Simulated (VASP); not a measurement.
Input of a VASP 6.6.1 run:

The input INCAR:

```
SYSTEM = GaN
PREC     = Accurate       ! precision mode
ENCUT    = 520            ! plane-wave cutoff, eV
EDIFF    = 1E-6           ! SCF threshold, eV
ISMEAR   = -1             ! smearing method
SIGMA    = 0.02           ! smearing width, eV
LREAL    = .False.        ! projectors in reciprocal space
LASPH    = .True.         ! aspherical terms in the spheres
NELM     = 60             ! most SCF steps
ALGO     = Normal         ! electronic algorithm
ISIF     = 2              ! what is computed and relaxed
LWAVE    = .False.        ! write WAVECAR
LCHARG   = .False.        ! write CHGCAR
GGA      = PE             ! functional
NBANDS   = 26             ! bands
```

The input KPOINTS:

```
regular mesh
0
Gamma
  11 11 6
  0 0 0
```

POSCAR

```
GaN
1.0
    3.1800000000      0.0000000000      0.0000000000
   -1.5900000000      2.7539607840      0.0000000000
    0.0000000000      0.0000000000      5.2176600000
Ga N
2 2
Direct
    0.3333333333      0.6666666667      0.0047889670
    0.6666666667      0.3333333333      0.5047889670
    0.3333333333      0.6666666667      0.3802110330
    0.6666666667      0.3333333333      0.8802110330
```

Potentials or basis: VASP PAW PBE potentials, release 64 (Ga_d, N).

Run with:

```console
$ cat potpaw_PBE.64/Ga_d/POTCAR potpaw_PBE.64/N/POTCAR > POTCAR
$ mpirun -np 1 vasp_std > vasp.out
```

What does it give for the pressure?

5.4 GPa.

Predict the band gap on the k mesh.

1.88 eV, direct.

Stress tensor (GPa, compression positive):
```
6.04 0.00 0.00
0.00 6.04 0.00
0.00 0.00 4.04
```

Caveat: the cell differs from its parent crystal (z stretched by +1 %, then relaxed in part).
